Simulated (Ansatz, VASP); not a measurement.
One calculation of SnTe, two programs

```
Sn Te
1.0
     4.87623    0.00000    0.00000
    -2.43812    4.22294    0.00000
     0.00000    0.00000    5.84505
Sn Te
2 2
Direct
  0.33333 0.66667 0.93800
  0.66667 0.33333 0.43800
  0.33333 0.66667 0.43800
  0.66667 0.33333 0.93800
```

Change from the starting cell: volume scaled by 0.72, PAW files.

Alike in both runs: task single point; functional PBE; k mesh 9 × 9 × 5; occupations fermi-dirac, width 0.05 eV; no spin polarisation.

|  | VASP | Ansatz |
| --- | --- | --- |
| version | VASP 6.6.1 | Ansatz 0.2.0 |
| potentials or method | VASP PAW PBE potentials, release 64 (Sn_d, Te) | PAW with Ansatz's default frozen-core files, scalar-relativistic |
| plane-wave cutoff (eV) | 520 | 420 |
| valence electrons in the cell | 40 | 60 |

```tsv
	VASP	Ansatz	Ansatz less VASP
pressure (GPa)	17.6	17.6	+0.02
```

VASP's potentials hold 40 valence electrons a cell and Ansatz's 60, so a difference there can come from the potentials and not from the codes. Ansatz's warnings: structure snapped to symmetry.

Neither program's run includes spin-orbit coupling.
